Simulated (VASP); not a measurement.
# NaCl (P4/mmm) in VASP: vibrations by perturbation theory with PBE

Aim: the vibrations by perturbation theory of NaCl with PBE.

Everything below comes from runs of VASP 6.6.1. Logs are shortened: lines on timing, memory, paths and dates and some standing lists are left out, and cuts for length are marked.

## 1. The cell of the first run

The structure is tetragonal, space group P4/mmm (No. 123). The conventional cell has a = 3.850 Å, b = 3.850 Å, c = 6.693 Å, α = 90.00°, β = 90.00°, γ = 90.00°. Na (site symmetry 4/mmm) has 4 Cl at 2.72 Å within 3.6 Å. Within 3.6 Å of Cl (site symmetry 4/mmm) lie 4 Na at 2.72 Å.

## 2. Vibrations by perturbation theory, PBE

Contents of INCAR:

```
SYSTEM = NaCl
PREC = Accurate ; ENCUT = 520
EDIFF = 1E-8 ; ISMEAR = 0
SIGMA = 0.01 ; LREAL = .False.
LASPH = .True. ; NELM = 60
ALGO = Normal ; ISIF = 2
LWAVE = .False. ; LCHARG = .True.
GGA = PE ; IBRION = 8
NSW = 1 ; LEPSILON = .True.
```

Contents of KPOINTS:

```
Automatic mesh
0
Gamma
  8 8 4
  0 0 0
```

Contents of POSCAR:

```
NaCl
1.0
    3.8495190460      0.0000000000      0.0000000000
    0.0000000000      3.8495190460      0.0000000000
    0.0000000000      0.0000000000      6.6926825262
Na Cl
1 1
Direct
    0.5000000000      0.5000000000      0.5000000000
    0.0000000000      0.0000000000      0.5000000000
```

Potentials or basis: VASP PAW PBE potentials, release 64 (Na_pv, Cl).

The run is started by

```console
$ cat potpaw_PBE.64/Na_pv/POTCAR potpaw_PBE.64/Cl/POTCAR > POTCAR
$ mpirun -np 1 vasp_std > vasp.out
```

OUTCAR:

```text
SYSTEM = NaCl
   PREC = Accurate
   ENCUT = 520
   EDIFF = 1E-8
   ISMEAR = 0
   LREAL = .False.
   LASPH = .True.
   NELM = 60
   ISIF = 2
   GGA = PE
   IBRION = 8
   NSW = 1
   LEPSILON = .True.

 ion  position               nearest neighbor table
   1  0.500  0.500  0.500-   2 2.72   2 2.72   2 2.72   2 2.72
   2  0.000  0.000  0.500-   1 2.72   1 2.72   1 2.72   1 2.72

  LATTYP: Found a simple tetragonal cell.
 ALAT       =     3.8495190460
 C/A-ratio  =     1.7385762861

  Lattice vectors:

 A1 = (   3.8495190460,   0.0000000000,   0.0000000000)
 A2 = (   0.0000000000,   3.8495190460,   0.0000000000)
 A3 = (   0.0000000000,   0.0000000000,   6.6926825262)

Analysis of symmetry for initial positions (statically):
=====================================================================
 Subroutine PRICEL returns:
 Original cell was already a primitive cell.

 Routine SETGRP: Setting up the symmetry group for a
 simple tetragonal supercell.

 Subroutine GETGRP returns: Found 16 space group operations
 (whereof 16 operations were pure point group operations)
 out of a pool of 16 trial point group operations.

The static configuration has the point symmetry D_4h.

Analysis of symmetry for dynamics (positions and initial velocities):
=====================================================================
 Subroutine PRICEL returns:
 Original cell was already a primitive cell.

 Routine SETGRP: Setting up the symmetry group for a
 simple tetragonal supercell.

 Subroutine GETGRP returns: Found 16 space group operations
 (whereof 16 operations were pure point group operations)
 out of a pool of 16 trial point group operations.

The dynamic configuration has the point symmetry D_4h.

 Subroutine INISYM returns: Found 16 space group operations
 (whereof 16 operations are pure point group operations),
 and found     1 'primitive' translations

----------------------------------------------------------------------------------------

                                     Primitive cell

  volume of cell :      99.1775

  direct lattice vectors                    reciprocal lattice vectors
     3.849519046  0.000000000  0.000000000     0.259772711  0.000000000  0.000000000
     0.000000000  3.849519046  0.000000000     0.000000000  0.259772711  0.000000000
     0.000000000  0.000000000  6.692682526     0.000000000  0.000000000  0.149416919

  length of vectors
     3.849519046  3.849519046  6.692682526     0.259772711  0.259772711  0.149416919

  position of ions in fractional coordinates (direct lattice)
     0.500000000  0.500000000  0.500000000
     0.000000000  0.000000000  0.500000000

  ion indices of the primitive-cell ions
   primitive index   ion index
                 1           1
                 2           2

----------------------------------------------------------------------------------------

 KPOINTS: Automatic mesh

Automatic generation of k-mesh.
 Grid dimensions read from file:
 generate k-points for:    8    8    4

 Generating k-lattice:

  Cartesian coordinates                     Fractional coordinates (reciprocal lattice)
[... 496 lines left out ...]
------------------------ aborting loop because EDIFF is reached ----------------------------------------

--------------------------------------- Ionic step        3  -------------------------------------------

------------------------ aborting loop because EDIFF is reached ----------------------------------------

 PIEZOELECTRIC TENSOR FIELD DIRECTION 3  (e Angst)
 -----------------------------------------------------------------------------
    -0.00001  0.00000  0.00000           (  0.00000  0.00000  0.00000)
     0.00000 -0.00001  0.00000           (  0.00000  0.00000 -0.00000)
     0.00000 -0.00000 -0.00037           (  0.00000 -0.00000  0.00000)

 PIEZOELECTRIC TENSOR FIELD DIRECTION 3  (C/m^2)
 -----------------------------------------------------------------------------
    -0.00000  0.00000  0.00000
     0.00000 -0.00000  0.00000
     0.00000 -0.00000 -0.00006

--------------------------------------- Ionic step        4  -------------------------------------------

------------------------ aborting loop because EDIFF is reached ----------------------------------------

[... ionic steps 5 to 5 ...]

--------------------------------------- Ionic step        6  -------------------------------------------

------------------------ aborting loop because EDIFF is reached ----------------------------------------

--------------------------------------- Ionic step        7  -------------------------------------------

------------------------ aborting loop because EDIFF is reached ----------------------------------------

[... ionic steps 8 to 8 ...]

--------------------------------------- Ionic step        9  -------------------------------------------

 Free energy of the ion-electron system (eV)
  ---------------------------------------------------
  ---------------------------------------------------
  free energy    TOTEN  =        -0.21484324 eV

  energy without entropy =       -0.21484324

------------------------ aborting loop because EDIFF is reached ----------------------------------------

 INTERNAL STRAIN TENSOR  FOR ION    2  DIRECTION 3   (eV/Angst):
 -----------------------------------------------------------------------------
    -0.00003  0.00000  0.00000
     0.00000 -0.00003  0.00000
     0.00000  0.00000  0.00106

 MACROSCOPIC STATIC DIELECTRIC TENSOR (including local field effects in DFT)
 ------------------------------------------------------
           1.713406     0.000000     0.000000
           0.000000     1.713406     0.000000
          -0.000000    -0.000000     1.445908
 ------------------------------------------------------

 PIEZOELECTRIC TENSOR (including local field effects)  for field in x, y, z        (e  Angst)
          XX          YY          ZZ          XY          YZ          ZX
  --------------------------------------------------------------------------------
  x     0.00000     0.00000     0.00000     0.00000     0.00000     0.00000
  y     0.00000     0.00000     0.00000     0.00000     0.00000     0.00000
  z     0.00000     0.00000     0.00000     0.00000     0.00000     0.00000

 PIEZOELECTRIC TENSOR (including local field effects)  for field in x, y, z        (C/m^2)
          XX          YY          ZZ          XY          YZ          ZX
  --------------------------------------------------------------------------------
  x     0.00000     0.00000     0.00000     0.00000     0.00000     0.00000
  y     0.00000     0.00000     0.00000     0.00000     0.00000     0.00000
  z     0.00000     0.00000     0.00000     0.00000     0.00000     0.00000

 BORN EFFECTIVE CHARGES (including local field effects) (in |e|, cummulative output)
 ---------------------------------------------------------------------------------
 ion    1
    1     1.16505     0.00000     0.00000
    2     0.00000     1.16505     0.00000
    3     0.00000     0.00000     0.57625
 ion    2
    1    -1.16505     0.00000     0.00000
    2     0.00000    -1.16505     0.00000
    3     0.00000     0.00000    -0.57625

 INTERNAL STRAIN TENSOR FOR ION    2 for displacements in x,y,z  (eV/Angst):
          X           Y           Z          XY          YZ          ZX
  --------------------------------------------------------------------------------
  x     0.00000     0.00000     0.00000     0.00000     0.00000     0.00000
  y     0.00000     0.00000     0.00000     0.00000     0.00000     0.00000
  z     0.00000     0.00000     0.00000     0.00000     0.00000     0.00000

 SECOND DERIVATIVES (NOT SYMMETRIZED)
 ------------------------------------
               1X          1Y          1Z          2X          2Y          2Z
  1X    -2.264343    0.000000    0.000000    2.264343    0.000000    0.000000
  1Y     0.000000   -2.264343    0.000000    0.000000    2.264343    0.000000
  1Z     0.000000   -0.000000   -0.464136    0.000000    0.000000    0.464136
  2X     2.256107    0.000000    0.000000   -2.256107    0.000000    0.000000
  2Y     0.000000    2.256107    0.000000    0.000000   -2.256107    0.000000
  2Z     0.000000   -0.000000    0.523234    0.000000    0.000000   -0.523234

 Eigenvectors and eigenvalues of the dynamical matrix
 ----------------------------------------------------

   1 f  =    6.294791 THz    39.551339 2PiTHz  209.971629 cm-1    26.033152 meV
             X         Y         Z           dx          dy          dz
      1.924760  1.924760  3.346341     0.000000    0.779419    0.000000
      0.000000  0.000000  3.346341    -0.000000   -0.626503   -0.000000
[... 21 lines left out ...]
   6 f/i=    0.086518 THz     0.543608 2PiTHz    2.885927 cm-1     0.357809 meV
             X         Y         Z           dx          dy          dz
      1.924760  1.924760  3.346341    -0.000000    0.000000    0.649959
      0.000000  0.000000  3.346341    -0.000000    0.000000    0.759970

--------------------------------------------------------------------------------------------------------

 MACROSCOPIC STATIC DIELECTRIC TENSOR IONIC CONTRIBUTION
 ------------------------------------------------------
           1.095694     0.000000    -0.000000
           0.000000     1.095694    -0.000000
          -0.000000    -0.000000     1.225030
 ------------------------------------------------------

 ELASTIC MODULI CONTR FROM IONIC RELAXATION (kBar)
 Direction    XX          YY          ZZ          XY          YZ          ZX
 --------------------------------------------------------------------------------
 XX           0.0000      0.0000      0.0000      0.0000      0.0000      0.0000
 YY           0.0000      0.0000      0.0000      0.0000      0.0000      0.0000
 ZZ           0.0000      0.0000      0.0000      0.0000      0.0000      0.0000
 XY           0.0000      0.0000      0.0000      0.0000      0.0000      0.0000
 YZ           0.0000      0.0000      0.0000      0.0000      0.0000      0.0000
 ZX           0.0000      0.0000      0.0000      0.0000      0.0000      0.0000
 --------------------------------------------------------------------------------

 PIEZOELECTRIC TENSOR IONIC CONTR  for field in x, y, z        (C/m^2)
          XX          YY          ZZ          XY          YZ          ZX
  --------------------------------------------------------------------------------
  x     0.00000     0.00000     0.00000     0.00000     0.00000     0.00000
  y     0.00000     0.00000     0.00000     0.00000     0.00000     0.00000
  z     0.00000     0.00000     0.00000     0.00000     0.00000     0.00000
```

Run time: 8.8 min. Hardware: 1 thread of Oxide Virtual Turin-like, shared host; peak memory 0.43 GiB.

Results:

```yaml
Electronic_dielectric_tensor_diagonal: 1.71, 1.71, 1.45
Born_charges_mean_of_the_diagonal: Na +0.97; Cl -0.97 e
Highest_phonon_frequency_at_Γ_LO-TO_splitting_left_out: 210 cm⁻¹
```

Phonon frequencies in cm⁻¹ (negative: imaginary):
```csv
q point,frequencies
"(0.000, 0.000, 0.000)",-3 0 0 98 210 210
```

Electronic dielectric tensor:
```
1.71 0.00 0.00
0.00 1.71 0.00
0.00 0.00 1.45
```

Born effective charge tensors (e):
atom 1, Na
```
1.17 0.00 0.00
0.00 1.17 0.00
0.00 0.00 0.58
```
atom 2, Cl
```
-1.17  0.00  0.00
 0.00 -1.17  0.00
 0.00  0.00 -0.58
```
